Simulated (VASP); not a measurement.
# BN (Fmm2) in VASP: further runs

Runs on BN. Level: r2SCAN. Tasks: single point, relaxation of shape and atoms at fixed volume.

Everything below comes from runs of VASP 6.6.1. Logs are shortened: lines on timing, memory, paths and dates and some standing lists are left out, and cuts for length are marked.

## Step 1: The cell of the first run

Symmetry: Fmm2, No. 42, orthorhombic system. The conventional cell has a = 2.503 Å, b = 7.371 Å, c = 4.333 Å, α = 90.00°, β = 90.00°, γ = 90.00°. Within 1.9 Å of B (site symmetry mm2) lie 3 N at 1.44 Å. Within 1.9 Å of N (site symmetry mm2) lie 3 B at 1.44 Å.

## Step 2: Single point, r2SCAN (9.99 Å³/atom)

POSCAR reads:

```
BN
1.0
    0.0000000000      3.6854682123      2.1666077601
    1.2515535310      0.0000000000      2.1666077601
    1.2515535310      3.6854682123      0.0000000000
B N
1 1
Direct
    0.0000546042      0.0000546042      0.9999453958
    0.6666453858      0.6666453858      0.3333546142
```

INCAR.step1 reads:

```
PREC = Accurate
ENCUT = 520
ISMEAR = 0
SIGMA = 0.02
LREAL = F
LASPH = T
NELM = 80
NBANDS = 11
GGA = PE
ALGO = Normal
EDIFF = 1E-4
LWAVE = T
LCHARG = F
```

INCAR.step2 reads:

```
PREC = Accurate
ENCUT = 520
EDIFF = 1E-6
ISMEAR = 0
SIGMA = 0.02
LREAL = F
LASPH = T
NELM = 80
ALGO = Normal
ISIF = 2
LWAVE = F
LCHARG = F
METAGGA = R2SCAN
LMIXTAU = T
NBANDS = 11
ISTART = 1
```

KPOINTS reads:

```
regular mesh
0
Gamma
  12 12 12
```

Potentials or basis: VASP PAW PBE potentials, release 64 (B, N).

Command:

```console
$ cat potpaw_PBE.64/B/POTCAR potpaw_PBE.64/N/POTCAR > POTCAR
$ cp INCAR.step1 INCAR
$ mpirun -np 1 vasp_std > vasp.out
$ cp INCAR.step2 INCAR
$ mpirun -np 1 vasp_std > vasp.out
```

OUTCAR:

```text
PREC = Accurate
   ENCUT = 520
   EDIFF = 1E-6
   ISMEAR = 0
   LREAL = F
   LASPH = T
   NELM = 80
   ISIF = 2
   METAGGA = R2SCAN
   ISTART = 1

 ion  position               nearest neighbor table
   1  0.000  0.000  1.000-   2 1.44   2 1.44   2 1.44
   2  0.667  0.667  0.333-   1 1.44   1 1.44   1 1.44

  LATTYP: Found a face centered orthorhombic cell.
 ALAT       =     2.5031070620
 B/A-ratio  =     1.7311347109
 C/A-ratio  =     2.9447148053

  Lattice vectors:

 A1 = (  -0.0000000000,   3.6854682123,   2.1666077601)
 A2 = (  -1.2515535310,   3.6854682123,   0.0000000000)
 A3 = (  -1.2515535310,   0.0000000000,   2.1666077601)

Analysis of symmetry for initial positions (statically):
=====================================================================
 Subroutine PRICEL returns:
 Original cell was already a primitive cell.

 Routine SETGRP: Setting up the symmetry group for a
 face centered orthorhombic supercell.

 Subroutine GETGRP returns: Found  4 space group operations
 (whereof  4 operations were pure point group operations)
 out of a pool of  8 trial point group operations.

The static configuration has the point symmetry C_2v.

Analysis of symmetry for dynamics (positions and initial velocities):
=====================================================================
 Subroutine PRICEL returns:
 Original cell was already a primitive cell.

 Routine SETGRP: Setting up the symmetry group for a
 face centered orthorhombic supercell.

 Subroutine GETGRP returns: Found  4 space group operations
 (whereof  4 operations were pure point group operations)
 out of a pool of  8 trial point group operations.

The dynamic configuration has the point symmetry C_2v.

 Subroutine INISYM returns: Found  4 space group operations
 (whereof  4 operations are pure point group operations),
 and found     1 'primitive' translations

----------------------------------------------------------------------------------------

                                     Primitive cell

  volume of cell :      19.9872

  direct lattice vectors                    reciprocal lattice vectors
     0.000000000  3.685468212  2.166607760    -0.399503487  0.135667972  0.230775505
     1.251553531  0.000000000  2.166607760     0.399503487 -0.135667972  0.230775505
     1.251553531  3.685468212  0.000000000     0.399503487  0.135667972 -0.230775505

  length of vectors
     4.275145042  2.502114191  3.892179619     0.480901413  0.480901413  0.480901413

  position of ions in fractional coordinates (direct lattice)
     0.000054604  0.000054604  0.999945396
     0.666645386  0.666645386  0.333354614

  ion indices of the primitive-cell ions
   primitive index   ion index
                 1           1
                 2           2

----------------------------------------------------------------------------------------

 KPOINTS: regular mesh

Automatic generation of k-mesh.
 Grid dimensions read from file:
 generate k-points for:   12   12   12

 Generating k-lattice:

  Cartesian coordinates                     Fractional coordinates (reciprocal lattice)
    -0.033291957  0.011305664  0.019231292     0.083333333 -0.000000000 -0.000000000
     0.033291957 -0.011305664  0.019231292     0.000000000  0.083333333  0.000000000
     0.033291957  0.011305664 -0.019231292    -0.000000000  0.000000000  0.083333333

  Length of vectors
     0.040075118  0.040075118  0.040075118

  Shift w.r.t. Gamma in fractional coordinates (k-lattice)
     0.000000000  0.000000000  0.000000000

 Subroutine IBZKPT returns following result:
 ===========================================

 Found    280 irreducible k-points:

 Following reciprocal coordinates:
            Coordinates               Weight
  0.000000  0.000000  0.000000      1.000000
  0.083333  0.000000  0.000000      8.000000
  0.166667 -0.000000  0.000000      8.000000
  0.250000 -0.000000 -0.000000      8.000000
  0.333333 -0.000000  0.000000      8.000000
  0.416667 -0.000000  0.000000      8.000000
[... 16 lines left out ...]
  0.500000  0.166667  0.000000      8.000000
 -0.416667  0.166667  0.000000      8.000000
 [... further k-points ...]
   k-points           NKPTS =    280   k-points in BZ     NKDIM =    280   number of bands    NBANDS=     11
   number of dos      NEDOS =    301   number of ions     NIONS =      2
   total plane-waves  NPLWV =  19200
   dimension x,y,z NGX =    32 NGY =   20 NGZ =   30
   dimension x,y,z NGXF=    64 NGYF=   40 NGZF=   60
   ions per type =               1   1
   NGX,Y,Z   is equivalent  to a cutoff of  12.44, 13.29, 12.81 a.u.
   NGXF,Y,Z  is equivalent  to a cutoff of  24.89, 26.58, 25.63 a.u.
 SYSTEM =  unknown system
   PREC   = accura    normal or accurate (medium, high low for compatibility)
   ISTART =      1    job   : 0-new  1-cont  2-samecut
   ICHARG =      0    charge: 1-file 2-atom 10-const
   ISPIN  =      1    spin polarized calculation?
   LNONCOLLINEAR =      F non collinear calculations
   LSORBIT =      F    spin-orbit coupling
   LASPH  =      T    aspherical Exc in radial PAW
   ENCUT  =  520.0 eV  38.22 Ry    6.18 a.u.   7.95  4.65  7.24*2*pi/ulx,y,z
   NELM   =     80;   NELMIN=  2; NELMDL=  0     # of ELM steps
   EDIFF  = 0.1E-05   stopping-criterion for ELM
   LREAL  =      F    real-space projection
   EDIFFG = 0.1E-04   stopping-criterion for IOM
   NSW    =      0    number of steps for IOM
   IBRION =     -1    ionic relax: 0-MD 1-quasi-New 2-CG
   NFREE  =      0    steps in history (QN), initial steepest desc. (CG)
   ISIF   =      2    stress and relaxation
   ISYM   =      2    0-nonsym 1-usesym 2-fastsym
   POTIM  = 0.5000    time-step for ionic-motion
   TEBEG  =    0.0;   TEEND  =   0.0 temperature during run
   PSTRESS=    0.0 pullay stress
   NELECT =       8.0000    total number of electrons
   NUPDOWN=      -1.0000    fix difference up-down
   EMIN   =  10.00;   EMAX   =-10.00  energy-range for DOS
   EFERMI =   0.00;   METHOD = LEGACY
   ISMEAR =     0;   SIGMA  =   0.02  broadening in eV -4-tet -1-fermi 0-gaus
   EFERMI_NEDOS =   21; number of points for ismear=-14 and -15
   IALGO  =     38    algorithm
   IMIX   =      4    mixing-type and parameters
     AMIX     =   0.40;   BMIX     =  1.00
     AMIX_MAG =   1.60;   BMIX_MAG =  1.00
  volume/ion in A,a.u.               =       9.99        67.44
  Fermi-wavevector in a.u.,A,eV,Ry     =   1.206482  2.279920 19.804611  1.455598
  Thomas-Fermi vector in A             =   2.342148
   LORBIT       =      0    0 simple, 1 ext, 2 COOP (PROOUT), +10 PAW based schemes
   METAGGA = R2SCAN    functional components
   LHFCALC =     F    Hartree Fock is set to
   AEXX    =    0.0000 exact exchange contribution
   IVDW    =     0    specifies the selected vdW correction
   LEPSILON=     F    determine dielectric tensor
   LRPA    =     F    only Hartree local field effects (RPA)
 non-spin polarized calculation
 Gauss-broadening in eV      SIGMA  =   0.02
  energy-cutoff  :      520.00
  volume of cell :       19.99
 maximum number of plane-waves:       558
   NGX = 15   NGY =  9   NGZ = 15

 number of electron       8.0000000 magnetization

 Free energy of the ion-electron system (eV)
  ---------------------------------------------------
  ext. energy  EPLUGINS =         0.00000000
  ---------------------------------------------------
  free energy    TOTEN  =       -19.29249387 eV

  energy without entropy =      -19.29249387  energy(sigma->0) =      -19.29249387

 E-fermi :   1.4583     XC(G=0): -10.0336

 val. band max:        1.3063611080   @ k =   0.5000  -0.3333   0.1667
 cond. band min:       5.8714070583   @ k =   0.0000   0.5000   0.5000
 fundamental gap:      4.5650459504
 Fermi energy:         1.4583321739

 k-point     1 :       0.0000    0.0000    0.0000
  band No.  band energies     occupation
      1     -17.5118      2.00000
      2      -3.4967      2.00000
      3      -0.1256      2.00000
      4      -0.1252      2.00000
      5       6.2386      0.00000
      6      13.5844      0.00000
      7      13.6292      0.00000
      8      15.4044      0.00000
      9      16.4270      0.00000
     10      27.8739      0.00000
     11      28.3754      0.00000

 k-point     2 :       0.0833    0.0000    0.0000
  band No.  band energies     occupation
      1     -17.3692      2.00000
      2      -3.3431      2.00000
      3      -0.7179      2.00000
      4      -0.3947      2.00000
      5       6.5497      0.00000
      6      13.5425      0.00000
      7      14.2209      0.00000
      8      14.8946      0.00000
      9      16.9015      0.00000
     10      26.8003      0.00000
     11      28.7816      0.00000

 k-point     3 :       0.1667   -0.0000    0.0000
  band No.  band energies     occupation
      1     -16.9500      2.00000
      2      -2.8886      2.00000
      3      -2.1994      2.00000
      4      -1.0514      2.00000
      5       7.3900      0.00000
      6      13.3292      0.00000
      7      13.5563      0.00000
      8      15.9204      0.00000
      9      18.0708      0.00000
     10      24.4293      0.00000
     11      28.7175      0.00000

 k-point     4 :       0.2500   -0.0000   -0.0000
  band No.  band energies     occupation
      1     -16.2855      2.00000
      2      -4.0781      2.00000
      3      -2.1384      2.00000
      4      -1.8136      2.00000
      5       8.5658      0.00000
      6      11.6649      0.00000
      7      13.1800      0.00000
      8      18.3310      0.00000
      9      19.4687      0.00000
     10      22.2368      0.00000
     11      27.3071      0.00000

 k-point     5 :       0.3333   -0.0000    0.0000
  band No.  band energies     occupation
      1     -15.4529      2.00000
      2      -5.9363      2.00000
      3      -2.4690      2.00000
      4      -1.1719      2.00000
      5       8.8487      0.00000
      6      10.7753      0.00000
      7      13.1788      0.00000
      8      19.8943      0.00000
      9      21.0338      0.00000
     10      21.2425      0.00000
     11      26.1759      0.00000
[... 211 lines left out ...]
 k-point    21 :       0.3333    0.1667    0.0000
  band No.  band energies     occupation
      1     -15.9176      2.00000
      2      -4.5392      2.00000
      3      -2.8221      2.00000
      4      -1.5470      2.00000
      5       9.0027      0.00000
      6      11.0402      0.00000
      7      14.5115      0.00000
      8      16.7960      0.00000
      9      20.6180      0.00000
     10      21.5487      0.00000
     11      26.3671      0.00000

 k-point    22 :       0.4167    0.1667    0.0000
  band No.  band energies     occupation
      1     -15.1256      2.00000
      2      -5.9406      2.00000
      3      -3.7367      2.00000
      4      -0.6119      2.00000
      5       8.8565      0.00000
      6      11.0032      0.00000
      7      14.8674      0.00000
      8      17.8645      0.00000
      9      18.8675      0.00000
     10      23.0949      0.00000
     11      25.4149      0.00000

 k-point    23 :       0.5000    0.1667    0.0000
  band No.  band energies     occupation
      1     -14.3674      2.00000
      2      -7.1653      2.00000
      3      -4.2864      2.00000
      4       0.3008      2.00000
      5       7.3819      0.00000
      6      12.6133      0.00000
      7      15.0056      0.00000
      8      17.1427      0.00000
      9      19.8732      0.00000
     10      23.2495      0.00000
     11      24.2451      0.00000

 k-point    24 :      -0.4167    0.1667    0.0000
  band No.  band energies     occupation
      1     -14.0181      2.00000
      2      -7.6841      2.00000
      3      -4.4644      2.00000
      4       0.6824      2.00000
      5       6.7106      0.00000
      6      13.5396      0.00000
      7      15.3141      0.00000
      8      16.7892      0.00000
      9      19.9630      0.00000
     10      22.6601      0.00000
     11      24.3329      0.00000

 [... further k-points ...]

------------------------ aborting loop because EDIFF is reached ----------------------------------------

  FORCE on cell =-STRESS in cart. coord.  units (eV):
  Direction    XX          YY          ZZ          XY          YZ          ZX
  --------------------------------------------------------------------------------------
  -------------------------------------------------------------------------------------
  Total       -0.0089701     -0.1243117     -0.0099968      0.0000000      0.0000000      0.0000000
  in kB       -0.7190448     -9.9648372     -0.8013408      0.0000000      0.0000000      0.0000000
  external PRESSURE =      -3.8284076 kB  Pullay stress =       0.0000000 kB

 VOLUME and BASIS-vectors are now :
 -----------------------------------------------------------------------------
  energy-cutoff  :      520.00
  volume of cell :       19.99
      direct lattice vectors                 reciprocal lattice vectors
     0.000000000  3.685468212  2.166607760    -0.399503487  0.135667972  0.230775505
     1.251553531  0.000000000  2.166607760     0.399503487 -0.135667972  0.230775505
     1.251553531  3.685468212  0.000000000     0.399503487  0.135667972 -0.230775505

 POSITION                                       TOTAL-FORCE (eV/Angst)
 -----------------------------------------------------------------------------------
      1.25155      3.68547      0.00024         0.000000      0.000000     -0.001295
      1.25155      3.68547      2.88872         0.000000      0.000000      0.001295
 -----------------------------------------------------------------------------------
    total drift:                               -0.000004      0.000009     -0.000099

  FREE ENERGIE OF THE ION-ELECTRON SYSTEM (eV)
  ---------------------------------------------------
  free  energy   TOTEN  =       -19.2924938694 eV

  energy  without entropy=      -19.2924938694  energy(sigma->0) =      -19.29249387
```

It took 4.7 min on 1 thread of Intel Xeon Platinum 8259CL at 2.50GHz (Skylake/Cascade Lake), shared host; peak memory 0.19 GiB.

What came out:

```yaml
Free_energy: -19.2925 eV
Pressure: -0.4 GPa
Band_gap_on_the_k_mesh: 4.57 eV (least direct gap 5.26 eV)
```

Levels at points of the mesh, in eV from the valence-band top:
```tsv
k point	band 2	band 3	band 4	band 5	band 6	band 7
(0.00, 0.00, 0.00)	-4.80	-1.43	-1.43	4.93	12.28	12.32
(0.50, 0.00, 0.00)	-9.33	-4.35	-1.00	5.28	10.50	13.74
(0.50, 0.50, 0.00)	-9.39	-4.35	-0.63	6.28	10.07	12.62
(0.50, 0.00, 0.50)	-6.08	-1.45	-1.43	9.54	12.20	12.25
(0.00, 0.50, 0.50)	-9.27	-4.38	-1.33	4.57	10.64	14.93
```

Caveat: the PAW data sets were made with another functional, which shifts forces and pressure a little.

(Continued in part 2 of 2.)
